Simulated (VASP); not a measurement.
Set up this calculation in VASP 6.6.1, as the native input.

```
Task                   : single point
Functional             : PBE
Potentials or basis    : VASP PAW PBE potentials, release 64 (Cu, Ge_d)
Cutoff                 : 520 eV
k mesh                 : 6 × 6 × 6
Occupations            : gaussian, width 0.1 eV
Spin                   : no spin polarisation
Dipole correction      : no
Further INCAR settings : ALGO = Normal; EDIFF = 1e-06; NBANDS = 20
```

The structure of CuGe lies in POSCAR:

```
CuGe
1.0
    2.8152492938      0.0000000000      0.0000000000
    0.0000000000      2.8152492938      0.0000000000
    0.0000000000      0.0000000000      3.8050299627
Cu Ge
1 1
Direct
    0.5000000000      0.5000000000      0.5000000000
    0.0000000000      0.0000000000      0.0000000000
```

The input as run:

INCAR

```
SYSTEM = CuGe
ALGO = Normal
EDIFF = 1E-6
ENCUT = 520
GGA = PE
ISIF = 2
ISMEAR = 0
LASPH = .TRUE.
LCHARG = .FALSE.
LREAL = .FALSE.
LWAVE = .FALSE.
NBANDS = 20
NELM = 100
PREC = Accurate
SIGMA = 0.1
```

KPOINTS

```
k-points
0
G
  6 6 6
  0 0 0
```

Potentials or basis: VASP PAW PBE potentials, release 64 (Cu, Ge_d).

Run with:

```console
$ cat potpaw_PBE.64/Cu/POTCAR potpaw_PBE.64/Ge_d/POTCAR > POTCAR
$ mpirun -np 1 vasp_std > vasp.out
```

It gave:

- Pressure: 0.0 GPa

Caveat: the k points lie up to 0.37 Å⁻¹ apart.

It took 15 s on 1 thread of AMD EPYC 9R45 96-Core Processor (Zen 5), with other jobs on the host, peak memory 0.12 GiB.
